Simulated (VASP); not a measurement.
Input of a VASP 6.6.1 run:

File INCAR:

```
SYSTEM = SiC
PREC = Accurate ; ENCUT = 520
EDIFF = 1E-6 ; ISMEAR = 0
SIGMA = 0.01 ; LREAL = .FALSE.
LASPH = .TRUE. ; NELM = 150
ALGO = Normal ; ISIF = 2
LWAVE = .FALSE. ; LCHARG = .TRUE.
MAGMOM = 0 0 0 0 0 0 ; LORBIT = 11
LSORBIT = .TRUE. ; GGA_COMPAT = .FALSE.
LORBMOM = .TRUE. ; GGA = PS
LVHAR = .TRUE. ; NBANDS = 20
```

Contents of KPOINTS:

```
Automatic mesh
0
G
  10 10 10
  0 0 0
```

POSCAR

```
SiC
1.0
    0.0145185982      2.1711916569      2.1566730586
    2.1711916569      0.0145185982      2.1566730586
    2.1857102551      2.1857102551      0.0000000000
Si C
1 1
Direct
    0.0007393851      0.0007393851     -0.0007393851
    0.2492606149      0.2492606149      0.2507393851
```

Potentials or basis: VASP PAW PBE potentials, release 64 (Si, C).

Launch:

```sh
$ cat potpaw_PBE.64/Si/POTCAR potpaw_PBE.64/C/POTCAR > POTCAR
$ mpirun -np 1 vasp_ncl > vasp.out
```

Task: Estimate the pressure.

Result: 4.2 GPa.

Task: Estimate the net moment.

Result: 0.00 μB per cell.

Stress tensor (GPa, compression positive):
```
 3.67 -3.33  0.00
-3.33  3.67  0.00
 0.00  0.00  5.30
```

Caveat: the PAW data sets were made with another functional, which shifts forces and pressure a little.
